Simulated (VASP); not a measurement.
KI:

```
CELL_PARAMETERS angstrom
4.29109 0.00000 0.00000
0.00000 4.29109 0.00000
0.00000 0.00000 4.29109
ATOMIC_POSITIONS crystal
K 0.00000 0.00000 0.00000
I 0.50000 0.50000 0.50000
```

Base run:

| Property | Result |
| --- | --- |
| Program | VASP 6.6.1 |
| Functional | LDA |
| Potentials or basis | VASP PAW LDA potentials, release 64 (K_sv, I) |
| Cutoff | 520 eV |
| k mesh | 6 × 6 × 6 |
| Occupations | gaussian, width 0.01 eV |
| Spin | no spin polarisation |

Its results: band gap on the k mesh 3.00 eV (least direct gap 3.37 eV); pressure -1.7 GPa.

Problem. The run is repeated on the same cell with these changes: functional from LDA to r2SCAN; potentials or basis from VASP PAW LDA potentials, release 64 (K_sv, I) to VASP PAW PBE potentials, release 64 (K_sv, I). What comes out?

Solution. Band gap on the k mesh 4.04 eV (least direct gap 4.41 eV); pressure 0.0 GPa.

Caveats: spin-orbit coupling is left out, which moves the levels of the heavy elements; the PAW data sets were made with another functional, which shifts forces and pressure a little (at least some runs).

A k mesh can miss the band edges.
